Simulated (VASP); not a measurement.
Input of a VASP 6.6.1 run:

INCAR

```
  PREC = Accurate
  ENCUT = 520
  EDIFF = 1E-6
  ISMEAR = -1
  SIGMA = 0.05
  LREAL = F
  LASPH = T
  NELM = 60
  ALGO = Normal
  ISIF = 2
  LWAVE = F
  LCHARG = F
  GGA = PE
  NBANDS = 10
```

KPOINTS

```
Automatic mesh
0
Gamma
  14 14 14
```

Contents of POSCAR:

```
Os
1.0
    0.0000000000      1.9450000000      1.8866500000
    1.9450000000      0.0000000000      1.8866500000
    1.9450000000      1.9450000000      0.0000000000
Os
1
Direct
    0.0000000000      0.0000000000      0.0000000000
```

Potentials or basis: VASP PAW PBE potentials, release 64 (Os).

Command:

```console
$ cat potpaw_PBE.64/Os/POTCAR > POTCAR
$ mpirun -np 1 vasp_std > vasp.out
```

Predict the pressure.

1.9 GPa.

Estimate the band gap on the k mesh.

zero (bands 4 and 5 overlap by 4.19 eV).

Stress tensor (GPa, compression positive):
```
-1.14  0.00  0.00
 0.00 -1.14  0.00
 0.00  0.00  8.07
```

Caveat: the cell differs from its parent crystal (zz strain of -3 %); spin-orbit coupling is left out, which moves the levels of the heavy elements.
